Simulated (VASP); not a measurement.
VSi2:

```
CELL_PARAMETERS angstrom
4.57260 0.00000 0.00000
-2.28630 3.95999 0.00000
0.00000 0.00000 6.37440
ATOMIC_POSITIONS crystal
V 0.00000 0.50000 0.33333
V 0.50000 0.50000 0.66667
V 0.50000 0.00000 0.00000
Si 0.32520 0.16260 0.33333
Si 0.16260 0.83740 0.66667
Si 0.83740 0.67480 0.00000
Si 0.67480 0.83740 0.33333
Si 0.83740 0.16260 0.66667
Si 0.16260 0.32520 0.00000
```

Base run:

```yaml
Program: VASP 6.6.1
Functional: PBEsol
Potentials_or_basis: VASP PAW PBE potentials, release 64 (V_sv, Si)
Cutoff: 520 eV
k_mesh: 7 × 7 × 4
Occupations: fermi-dirac, width 0.05 eV
Spin: collinear spin, ferromagnetic start
Starting_moments: "[2.0, 2.0, 2.0, 0.0, 0.0, 0.0, 0.0, 0.0, 0.0] μB"
```

Its results: pressure -5.1 GPa; net moment 0.00 μB per cell; largest force 0.066 eV/Å.

The run is repeated on the same cell with these changes: functional from PBEsol to LDA; potentials or basis from VASP PAW PBE potentials, release 64 (V_sv, Si) to VASP PAW LDA potentials, release 64 (V_sv, Si). What comes out?

Pressure -8.6 GPa; net moment 0.00 μB per cell; largest force 0.071 eV/Å.

Caveats: the cell stands under tension; the PAW data sets were made with another functional, which shifts forces and pressure a little (at least some runs).
